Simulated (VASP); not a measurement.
Runs of VASP 6.6.1 on MoS2. The cell holds a slab with vacuum, 6 atoms: a = 3.185 Å, b = 3.185 Å, c = 21.671 Å, α = 90.00°, β = 90.00°, γ = 120.00°. 

| k mesh | gap on the mesh (eV) | largest force (eV/Å) |
| --- | --- | --- |
| 3 × 3 × 1 | 1.39 | 0.14 |
| 4 × 4 × 1 | (a) | 0.01 |
| 6 × 6 × 1 | 1.34 | 0.04 |
| 8 × 8 × 1 | 1.53 | 0.04 |

Alike in all rows: task single point; level r2SCAN; potentials or basis VASP PAW PBE potentials, release 64 (Mo_sv, S); no spin polarisation; cell as given; cutoff (eV) 550; smearing fermi-dirac 0.05 eV.

**Question.** Fill in the values left out.

**Answer.** (a) 1.82.

Caveats: some runs use coarse meshes; the PAW data sets were made with another functional, which shifts forces and pressure a little.

A k mesh can miss the band edges, and the runs leave out spin-orbit coupling on Mo.
